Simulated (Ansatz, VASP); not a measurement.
HfMoC2: VASP beside Ansatz

The input POSCAR:

```
HfMoC2
1.0
    3.1914230000      0.0000000000      0.0000000000
    0.0000000000      3.1914230000      0.0000000000
    0.0000000000      0.0000000000      4.4851640000
Hf Mo C
1 1 2
Direct
    0.0000000000      0.0000000000      0.0000000000
    0.5000000000      0.5000000000      0.5000000000
    0.5000000000      0.5000000000      0.0000000000
    0.0000000000      0.0000000000      0.5000000000
```

The input INCAR.step1:

```
PREC = Accurate
ENCUT = 520
ISMEAR = -1
SIGMA = 0.05
LREAL = False
LASPH = True
NELM = 150
LMAXMIX = 4
LDAU = True
LDAUTYPE = 2
LDAUL = 2 2 -1
LDAUU = 1 1 0
LDAUJ = 0 0 0
NBANDS = 24
GGA = PE
ALGO = Normal
EDIFF = 1E-4
LWAVE = True
LCHARG = False
```

INCAR.step2

```
PREC = Accurate
ENCUT = 520
EDIFF = 1E-6
ISMEAR = -1
SIGMA = 0.05
LREAL = False
LASPH = True
NELM = 150
ALGO = Normal
ISIF = 2
LWAVE = False
LCHARG = False
LMAXMIX = 4
LDAU = True
LDAUTYPE = 2
LDAUL = 2 2 -1
LDAUU = 1 1 0
LDAUJ = 0 0 0
LDAUPRINT = 1
METAGGA = R2SCAN
LMIXTAU = True
NBANDS = 24
ISTART = 1
```

Contents of KPOINTS:

```
regular mesh
0
Gamma
  8 8 6
```

The input input.yaml:

```yaml
crystal:
  lattice:
    - [3.191423, 0.0, 0.0]
    - [0.0, 3.191423, 0.0]
    - [0.0, 0.0, 4.485164]
  atoms:
    - { symbol: Hf, position: [0.0, 0.0, 0.0] }
    - { symbol: Mo, position: [0.5, 0.5, 0.5] }
    - { symbol: C, position: [0.5, 0.5, 0.0] }
    - { symbol: C, position: [0.0, 0.0, 0.5] }
hamiltonian:
  xc: r2scan
  pseudopotentials: { kind: paw }
  hubbard:
    sites:
      - { species: Hf, l: d, u_eff: 1.0 }
      - { species: Mo, l: d, u_eff: 1.0 }
kpoints:
  mp_grid: { grid: [8, 8, 6] }
scf:
  occupations: { method: fermi_dirac, width: 0.05 }
  n_extra_bands: 10
output:
  forces: true
  stress: true
  eigenvalues: true
  dos: { projected: true, de: 0.05, nscf_kmesh: { grid: [12, 12, 9] } }
```

Alike in both runs: functional r2SCAN; k mesh 8 × 8 × 6; occupations fermi-dirac, width 0.05 eV; no spin polarisation; Hubbard terms Hf d U = 1.0 eV, Mo d U = 1.0 eV.

```csv
,VASP,Ansatz
version,VASP 6.6.1,Ansatz 0.2.0
potentials or method,"VASP PAW PBE potentials, release 64 (Hf_pv, Mo_sv, C)",Ansatz PAW
plane-wave cutoff (eV),520,500
valence electrons in the cell,32,48
task,single point,projected density of states
```

VASP gave:

| Property | Result |
| --- | --- |
| gap on the k mesh at the Fermi level (eV) | none |
| pressure (GPa) | -0.4 |
| traceless stress, the component that is largest in VASP (GPa) | -2.91 |

Task: What did Ansatz give for the same quantities?

Result: gap on the k mesh at the Fermi level (eV): none; pressure (GPa): -2.1; traceless stress, the component that is largest in VASP (GPa): -2.88.

VASP's potentials were made for PBE, not for r2SCAN. The programs project onto different local orbitals, so the same U acts differently, and such runs can settle in different states. A gap of «none» marks a metal or a gap that the smearing closes. VASP's potentials hold 32 valence electrons a cell and Ansatz's 48, so a difference there can come from the potentials and not from the codes.

Spin-orbit coupling is off throughout.
